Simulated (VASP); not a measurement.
Here is a VASP 6.6.1 calculation.

INCAR

```
  PREC = Accurate
  ENCUT = 520
  EDIFF = 1E-6
  ISMEAR = 0
  SIGMA = 0.1
  LREAL = F
  LASPH = T
  NELM = 80
  ALGO = Fast
  ISIF = 2
  LWAVE = F
  LCHARG = T
  GGA = PE
  LELF = T
  LVHAR = T
  NBANDS = 9
```

File KPOINTS:

```
Automatic mesh
0
Gamma
  18 18 8
```

POSCAR

```
Mg
1.0
    3.2088450497      0.0000000000      0.0000000000
   -1.6044225248      2.7789413299      0.0000000000
    0.0000000000      0.0000000000      5.1459161586
Mg
2
Direct
    0.3333333333      0.6666666667      0.2500000000
    0.6666666667      0.3333333333      0.7500000000
```

Potentials or basis: VASP PAW PBE potentials, release 64 (Mg).

Run with:

```console
$ cat potpaw_PBE.64/Mg/POTCAR > POTCAR
$ mpirun -np 1 vasp_std > vasp.out
```

What does it give for the band gap on the k mesh?

Zero (band 2 reaches 3.66 eV, above the bottom of band 3 at 1.51 eV).

What does it give for the pressure?

-0.1 GPa.
